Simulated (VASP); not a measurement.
# Sc (P6_3/mmc) in VASP: a series of runs, part 2 of 2

VASP 6.6.1.

## Step 4: Relaxation of cell and atoms, PBEsol

This run uses another cell than the first one, of 26.76 Å³/atom.

File INCAR:

```
SYSTEM = Sc
PREC = Accurate ; ENCUT = 600
EDIFF = 1E-7 ; ISMEAR = 0
SIGMA = 0.1 ; LREAL = .FALSE.
LASPH = .TRUE. ; NELM = 100
ALGO = Normal ; ISIF = 3
LWAVE = .FALSE. ; LCHARG = .FALSE.
GGA = PS ; IBRION = 2
NSW = 90 ; EDIFFG = -0.04
```

File KPOINTS:

```
regular mesh
0
G
  6 6 2
  0 0 0
```

File POSCAR:

```
Sc
1.0
    3.3715484507      0.0000000000      0.0000000000
   -1.6857742253      2.9198466084      0.0000000000
    0.0000000000      0.0000000000     10.8739092058
Sc
4
Direct
    0.0000000000      0.0000000000      0.0000000000
    0.0000000000      0.0000000000      0.5000000000
    0.3333333333      0.6666666667      0.7500000000
    0.6666666667      0.3333333333      0.2500000000
```

Potentials or basis: VASP PAW PBE potentials, release 64 (Sc_sv).

Run with:

```console
cat potpaw_PBE.64/Sc_sv/POTCAR > POTCAR
mpirun -np 1 vasp_std > vasp.out
```

OUTCAR:

```text
SYSTEM = Sc
   PREC = Accurate
   ENCUT = 600
   EDIFF = 1E-7
   ISMEAR = 0
   LREAL = .FALSE.
   LASPH = .TRUE.
   NELM = 100
   ISIF = 3
   GGA = PS
   IBRION = 2
   NSW = 90
   EDIFFG = -0.04

 ion  position               nearest neighbor table
   1  0.000  0.000  0.000-   3 3.34   4 3.34   3 3.34   4 3.34   4 3.34   3 3.34
   2  0.000  0.000  0.500-   3 3.34   4 3.34   3 3.34   4 3.34   4 3.34   3 3.34
   3  0.333  0.667  0.750-   1 3.34   2 3.34   1 3.34   2 3.34   1 3.34   2 3.34
   4  0.667  0.333  0.250-   1 3.34   2 3.34   1 3.34   2 3.34   1 3.34   2 3.34

  LATTYP: Found a hexagonal cell.
 ALAT       =     3.3715484507
 C/A-ratio  =     3.2251973729

  Lattice vectors:

 A1 = (   3.3715484507,   0.0000000000,   0.0000000000)
 A2 = (  -1.6857742253,   2.9198466084,   0.0000000000)
 A3 = (   0.0000000000,   0.0000000000,  10.8739092058)

Analysis of symmetry for initial positions (statically):
=====================================================================
 Subroutine PRICEL returns:
 Original cell was already a primitive cell.

 Routine SETGRP: Setting up the symmetry group for a
 hexagonal supercell.

 Subroutine GETGRP returns: Found 24 space group operations
 (whereof 12 operations were pure point group operations)
 out of a pool of 24 trial point group operations.

The static configuration has the point symmetry D_3d.
 The point group associated with its full space group is D_6h.

Analysis of symmetry for dynamics (positions and initial velocities):
=====================================================================
 Subroutine PRICEL returns:
 Original cell was already a primitive cell.

 Routine SETGRP: Setting up the symmetry group for a
 hexagonal supercell.

 Subroutine GETGRP returns: Found 24 space group operations
 (whereof 12 operations were pure point group operations)
 out of a pool of 24 trial point group operations.

The dynamic configuration has the point symmetry D_3d.
 The point group associated with its full space group is D_6h.

 Subroutine INISYM returns: Found 24 space group operations
 (whereof 12 operations are pure point group operations),
 and found     1 'primitive' translations

----------------------------------------------------------------------------------------

                                     Primitive cell

  volume of cell :     107.0472

  direct lattice vectors                    reciprocal lattice vectors
     3.371548451  0.000000000  0.000000000     0.296599623  0.171241872  0.000000000
    -1.685774225  2.919846608  0.000000000     0.000000000  0.342483745  0.000000000
     0.000000000  0.000000000 10.873909206     0.000000000  0.000000000  0.091963247

  length of vectors
     3.371548451  3.371548451 10.873909206     0.342483745  0.342483745  0.091963247

  position of ions in fractional coordinates (direct lattice)
     0.000000000  0.000000000  0.000000000
     0.000000000  0.000000000  0.500000000
     0.333333333  0.666666667  0.750000000
     0.666666667  0.333333333  0.250000000

  ion indices of the primitive-cell ions
   primitive index   ion index
                 1           1
                 2           2
                 3           3
                 4           4

----------------------------------------------------------------------------------------

 KPOINTS: regular mesh

Automatic generation of k-mesh.
 Grid dimensions read from file:
 generate k-points for:    6    6    2

 Generating k-lattice:

  Cartesian coordinates                     Fractional coordinates (reciprocal lattice)
     0.049433271  0.028540312  0.000000000     0.166666667 -0.000000000  0.000000000
     0.000000000  0.057080624  0.000000000     0.000000000  0.166666667  0.000000000
     0.000000000  0.000000000  0.045981624     0.000000000  0.000000000  0.500000000

  Length of vectors
     0.057080624  0.057080624  0.045981624

  Shift w.r.t. Gamma in fractional coordinates (k-lattice)
     0.000000000  0.000000000  0.000000000

 Subroutine IBZKPT returns following result:
 ===========================================

 Found     14 irreducible k-points:

 Following reciprocal coordinates:
            Coordinates               Weight
  0.000000  0.000000  0.000000      1.000000
  0.166667 -0.000000  0.000000      6.000000
  0.333333 -0.000000  0.000000      6.000000
  0.500000 -0.000000  0.000000      3.000000
  0.166667  0.166667  0.000000      6.000000
  0.333333  0.166667  0.000000     12.000000
  0.333333  0.333333  0.000000      2.000000
  0.000000  0.000000  0.500000      1.000000
  0.166667 -0.000000  0.500000      6.000000
  0.333333 -0.000000  0.500000      6.000000
  0.500000 -0.000000  0.500000      3.000000
  0.166667  0.166667  0.500000      6.000000
  0.333333  0.166667  0.500000     12.000000
  0.333333  0.333333  0.500000      2.000000
   k-points           NKPTS =     14   k-points in BZ     NKDIM =     14   number of bands    NBANDS=     26
   number of dos      NEDOS =    301   number of ions     NIONS =      4
   total plane-waves  NPLWV =  70560
   dimension x,y,z NGX =    28 NGY =   28 NGZ =   90
   dimension x,y,z NGXF=    56 NGYF=   56 NGZF=  180
   ions per type =               4
   NGX,Y,Z   is equivalent  to a cutoff of  13.81, 13.81, 13.76 a.u.
   NGXF,Y,Z  is equivalent  to a cutoff of  27.61, 27.61, 27.52 a.u.
 SYSTEM =  Sc
   PREC   = accura    normal or accurate (medium, high low for compatibility)
   ISTART =      0    job   : 0-new  1-cont  2-samecut
   ICHARG =      2    charge: 1-file 2-atom 10-const
   ISPIN  =      1    spin polarized calculation?
   LNONCOLLINEAR =      F non collinear calculations
   LSORBIT =      F    spin-orbit coupling
   LASPH  =      T    aspherical Exc in radial PAW
   ENCUT  =  600.0 eV  44.10 Ry    6.64 a.u.   6.73  6.73 21.72*2*pi/ulx,y,z
   NELM   =    100;   NELMIN=  2; NELMDL= -5     # of ELM steps
   EDIFF  = 0.1E-06   stopping-criterion for ELM
   LREAL  =      F    real-space projection
   EDIFFG = -.4E-01   stopping-criterion for IOM
   NSW    =     90    number of steps for IOM
   IBRION =      2    ionic relax: 0-MD 1-quasi-New 2-CG
   NFREE  =      1    steps in history (QN), initial steepest desc. (CG)
   ISIF   =      3    stress and relaxation
   ISYM   =      2    0-nonsym 1-usesym 2-fastsym
   POTIM  = 0.5000    time-step for ionic-motion
   TEBEG  =    0.0;   TEEND  =   0.0 temperature during run
   PSTRESS=    0.0 pullay stress
   NELECT =      44.0000    total number of electrons
   NUPDOWN=      -1.0000    fix difference up-down
   EMIN   =  10.00;   EMAX   =-10.00  energy-range for DOS
   EFERMI =   0.00;   METHOD = LEGACY
   ISMEAR =     0;   SIGMA  =   0.10  broadening in eV -4-tet -1-fermi 0-gaus
   EFERMI_NEDOS =   21; number of points for ismear=-14 and -15
   IALGO  =     38    algorithm
   IMIX   =      4    mixing-type and parameters
     AMIX     =   0.40;   BMIX     =  1.00
     AMIX_MAG =   1.60;   BMIX_MAG =  1.00
  volume/ion in A,a.u.               =      26.76       180.60
  Fermi-wavevector in a.u.,A,eV,Ry     =   1.217215  2.300203 20.158564  1.481613
  Thomas-Fermi vector in A             =   2.352543
   LORBIT       =      0    0 simple, 1 ext, 2 COOP (PROOUT), +10 PAW based schemes
   GGA     = PS    functional components
   LHFCALC =     F    Hartree Fock is set to
   AEXX    =    0.0000 exact exchange contribution
   IVDW    =     0    specifies the selected vdW correction
   LEPSILON=     F    determine dielectric tensor
   LRPA    =     F    only Hartree local field effects (RPA)
 conjugate gradient relaxation of ions
 non-spin polarized calculation
 Gauss-broadening in eV      SIGMA  =   0.10
  energy-cutoff  :      600.00
  volume of cell :      107.05
 maximum number of plane-waves:      3607
 NGX is ok and might be reduce to    28
   NGX = 13   NGY = 13   NGZ = 43

--------------------------------------- Ionic step        1  -------------------------------------------

 number of electron      43.9999998 magnetization

 Free energy of the ion-electron system (eV)
  ---------------------------------------------------
  ext. energy  EPLUGINS =         0.00000000
  ---------------------------------------------------
  free energy    TOTEN  =       -26.12010113 eV

  energy without entropy =      -26.08185213  energy(sigma->0) =      -26.10097663

 E-fermi :   3.1268     XC(G=0):  -9.6605

 val. band max:        3.0931844944   @ k =   0.1667   0.1667   0.5000
 cond. band min:       3.1985282477   @ k =   0.3333  -0.0000   0.0000
 fundamental gap:      0.1053437532
 Fermi energy:         3.1267538903

 k-point     1 :       0.0000    0.0000    0.0000
  band No.  band energies     occupation
      1     -46.3117      2.00000
      2     -46.2905      2.00000
      3     -46.2888      2.00000
      4     -46.2675      2.00000
      5     -25.1521      2.00000
      6     -25.0135      2.00000
[... 582 lines left out ...]
  energy  without entropy=      -26.3270048736  energy(sigma->0) =      -26.34506780

--------------------------------------- Ionic step        6  -------------------------------------------

 number of electron      44.0000003 magnetization

 Free energy of the ion-electron system (eV)
  ---------------------------------------------------
  ext. energy  EPLUGINS =         0.00000000
  ---------------------------------------------------
  free energy    TOTEN  =       -26.36581598 eV

  energy without entropy =      -26.33623459  energy(sigma->0) =      -26.35102529

 E-fermi :   3.8481     XC(G=0): -10.1579

 val. band max:        3.7573376861   @ k =   0.3333   0.1667   0.5000
 cond. band min:       3.8524045501   @ k =   0.5000  -0.0000   0.5000
 fundamental gap:      0.0950668640
 Fermi energy:         3.8480820851

 k-point     1 :       0.0000    0.0000    0.0000
  band No.  band energies     occupation
      1     -45.2676      2.00000
      2     -45.2262      2.00000
      3     -45.2243      2.00000
      4     -45.1825      2.00000
      5     -24.2298      2.00000
      6     -24.0002      2.00000
[... 426 lines left out ...]
  FREE ENERGIE OF THE ION-ELECTRON SYSTEM (eV)
  ---------------------------------------------------
  free  energy   TOTEN  =       -26.3658159836 eV

  energy  without entropy=      -26.3362345911  energy(sigma->0) =      -26.35102529

 reached required accuracy - stopping structural energy minimisation
```

OSZICAR:

```text
N       E                     dE             d eps       ncg     rms          rms(c)
DAV:   1     0.925722839151E+03    0.92572E+03   -0.20952E+04   728   0.194E+03
DAV:   2     0.485930576073E+02   -0.87713E+03   -0.86951E+03  1088   0.808E+02
[... 63 lines left out ...]
DAV:   4    -0.263658395115E+02   -0.39942E-04   -0.18186E-03  1018   0.557E-01    0.526E-02
DAV:   5    -0.263658246677E+02    0.14844E-04   -0.32983E-04  1092   0.241E-01    0.362E-02
DAV:   6    -0.263658156291E+02    0.90386E-05   -0.58247E-05  1078   0.106E-01    0.443E-03
DAV:   7    -0.263658161220E+02   -0.49289E-06   -0.48546E-06  1180   0.311E-02    0.160E-03
DAV:   8    -0.263658160036E+02    0.11843E-06   -0.10350E-07   502   0.545E-03    0.730E-04
DAV:   9    -0.263658159836E+02    0.20008E-07   -0.56345E-08   454   0.366E-03
   6 F= -.26365816E+02 E0= -.26351025E+02  d E =-.602179E-02
```

CONTCAR:

```text
Sc
   1.00000000000000
     3.2681443789343692   -0.0000000000018144   -0.0000000000000000
    -1.6340721894202896    2.8302960553967718    0.0000000000000000
     0.0000000000000000    0.0000000000000000   10.2296348257559213
  Sc
     4
Direct
     0.0000000000000000    0.0000000000000000    0.0000000000000000
     0.0000000000000000    0.0000000000000000    0.5000000000000000
     0.3333333332999970    0.6666666667000030    0.7500000000000000
     0.6666666667000030    0.3333333332999970    0.2500000000000000

  0.00000000E+00  0.00000000E+00  0.00000000E+00
  0.00000000E+00  0.00000000E+00  0.00000000E+00
  0.00000000E+00  0.00000000E+00  0.00000000E+00
  0.00000000E+00  0.00000000E+00  0.00000000E+00
```

Wall time 1.9 min (1 thread of Intel Xeon 6975P-C (Granite Rapids), shared host); peak memory 0.27 GiB.

Results:

```yaml
Free_energy: -26.3658 eV
Relaxed_volume: 23.66 Å³/atom
Relaxed_cell: a = 3.268 Å, b = 3.268 Å, c = 10.230 Å, α = 90.00°, β = 90.00°, γ = 120.00°
Space_group_after_relaxing_to_0.1_Å: P6_3/mmc (No. 194)
Energy_gained_by_relaxing: 61.4 meV/atom
Ionic_steps: 6
Pressure_after_relaxing: -0.1 GPa
Band_gap_on_the_k_mesh: zero (bands 22 and 23 overlap by 1.33 eV)
```

Step by step:
| step | energy change (eV) | largest force (eV/Å) | pressure (GPa) | volume (Å³) |
| --- | --- | --- | --- | --- |
| 1 | 0.0000 | 0.0000 | -5.60 | 107.05 |
| 2 | -0.2369 | 0.0000 | 0.79 | 93.21 |
| 3 | -0.2398 | 0.0000 | 0.06 | 94.43 |
| 4 | -0.2397 | 0.0000 | -0.08 | 94.68 |
| 5 | -0.2430 | 0.0000 | -0.09 | 94.66 |
| 6 | -0.2457 | 0.0000 | -0.08 | 94.62 |

Final structure:
```xyz
4
Lattice="3.2681 0.0000 0.0000 -1.6341 2.8303 0.0000 0.0000 0.0000 10.2296" Properties=species:S:1:pos:R:3 pbc="T T T"
Sc    0.0000    0.0000    0.0000
Sc    0.0000    0.0000    5.1148
Sc    0.0000    1.8869    7.6722
Sc    1.6341    0.9434    2.5574
```

Levels at points of the mesh, in eV from the Fermi level:
| k point | band 20 | band 21 | band 22 | band 23 | band 24 | band 25 |
| --- | --- | --- | --- | --- | --- | --- |
| (0.00, 0.00, 0.00) | -1.73 | 0.65 | 0.91 | 0.97 | 1.46 | 1.46 |
| (0.50, 0.00, 0.00) | -1.21 | -0.54 | -0.35 | -0.31 | 0.23 | 0.91 |
| (0.00, 0.00, 0.50) | -2.30 | 0.56 | 0.56 | 1.57 | 1.57 | 1.57 |
| (0.50, 0.00, 0.50) | -1.39 | -0.48 | -0.48 | 0.00 | 0.00 | 1.32 |

Caveat: the PAW data sets were made with another functional, which shifts forces and pressure a little.

## Step 5: The runs side by side

| task | cell | cutoff (eV) | gap on the mesh (eV) | pressure (GPa) |
| --- | --- | --- | --- | --- |
| single point | a = 3.256, b = 3.256, c = 10.274 Å, angles 90.0, 90.0, 120.0°, 4 atoms | 520 | none | 0.0 |
| single point | a = 3.372, b = 3.372, c = 10.874 Å, angles 90.0, 90.0, 120.0°, 4 atoms | 520 | none | -5.6 |
| relaxation of cell and atoms | relaxed from a = 3.372, b = 3.372, c = 10.874 Å, angles 90.0, 90.0, 120.0°, 4 atoms | 600 | none | -0.1 |

Alike in all rows: level PBEsol; potentials or basis VASP PAW PBE potentials, release 64 (Sc_sv); no spin polarisation; k mesh 6 × 6 × 2; smearing gaussian 0.1 eV.

Caveats: some runs use coarse meshes; the PAW data sets were made with another functional, which shifts forces and pressure a little; the cell stands under tension (at least some runs).

Absolute energies hang on the potentials; compare differences alone.

The gap in the log of VASP goes by the Fermi energy; the results here count the filled bands.